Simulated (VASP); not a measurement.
Input of a VASP 6.6.1 run:

Contents of POSCAR:

```
CdTe
1.0
    0.0000000000      3.2776329731      3.2776329731
    3.2776329731      0.0000000000      3.2776329731
    3.2776329731      3.2776329731      0.0000000000
Cd Te
1 1
Direct
    0.0000000000      0.0000000000      0.0000000000
    0.2500000000      0.2500000000      0.2500000000
```

INCAR.step1

```
SYSTEM = CdTe
  ALGO = Normal
  EDIFF = 1E-4
  ENCUT = 520
  GGA = PE
  ISMEAR = -1
  LASPH = .True.
  LCHARG = .False.
  LREAL = .False.
  LWAVE = .True.
  NBANDS = 16
  NELM = 100
  PREC = Accurate
  SIGMA = 0.1
```

File INCAR.step2:

```
SYSTEM = CdTe
  ALGO = Normal
  EDIFF = 1E-6
  ENCUT = 520
  ISIF = 2
  ISMEAR = -1
  ISTART = 1
  LASPH = .True.
  LCHARG = .False.
  LMIXTAU = .True.
  LREAL = .False.
  LWAVE = .False.
  METAGGA = R2SCAN
  NBANDS = 16
  NELM = 100
  PREC = Accurate
  SIGMA = 0.1
```

Contents of KPOINTS:

```
k-points
0
Gamma
  11 11 11
  0 0 0
```

Potentials or basis: VASP PAW PBE potentials, release 64 (Cd, Te).

The run is started by

```console
$ cat potpaw_PBE.64/Cd/POTCAR potpaw_PBE.64/Te/POTCAR > POTCAR
$ cp INCAR.step1 INCAR
$ mpirun -np 1 vasp_std > vasp.out
$ cp INCAR.step2 INCAR
$ mpirun -np 1 vasp_std > vasp.out
```

**Question.** Estimate the band gap on the k mesh.

**Answer.** 1.16 eV.

**Question.** What does it give for the pressure?

**Answer.** 0.2 GPa.

Caveat: the PAW data sets were made with another functional, which shifts forces and pressure a little; spin-orbit coupling is left out, which moves the levels of the heavy elements.
